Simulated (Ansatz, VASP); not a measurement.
Two plane-wave programs on TiC

```
CELL_PARAMETERS angstrom
0.00000 2.16400 2.10990
2.16400 0.00000 2.10990
2.16400 2.16400 0.00000
ATOMIC_POSITIONS crystal
Ti 0.00000 0.00000 0.00000
C 0.50000 0.50000 0.50000
```

Change from the starting cell: strain -0.0250 x Voigt [0, 0, 1, 0, 0, 0], atoms carried along.

Alike in both runs: task single point; functional PBE; k mesh 18 × 18 × 18; occupations gaussian, width 0.15 eV; no spin polarisation.

```csv
,VASP,Ansatz
version,VASP 6.6.1,Ansatz 0.2.0
potentials or method,"VASP PAW PBE potentials, release 64 (Ti_sv, C), cutoff 520 eV","scalar-relativistic, plane waves, PAW"
valence electrons in the cell,16,16
```

|  | VASP | Ansatz | Ansatz less VASP |
| --- | --- | --- | --- |
| gap on the k mesh at the Fermi level (eV) | none | none | - |
| pressure (GPa) | 8.2 | 8.0 | -0.20 |
| traceless stress, the component that is largest in VASP (GPa) | 7.82 | 7.78 | -0.041 |

A gap of «none» marks a metal or a gap that the smearing closes. The functional is the same, so the differences come from potentials, cutoffs and numerics.
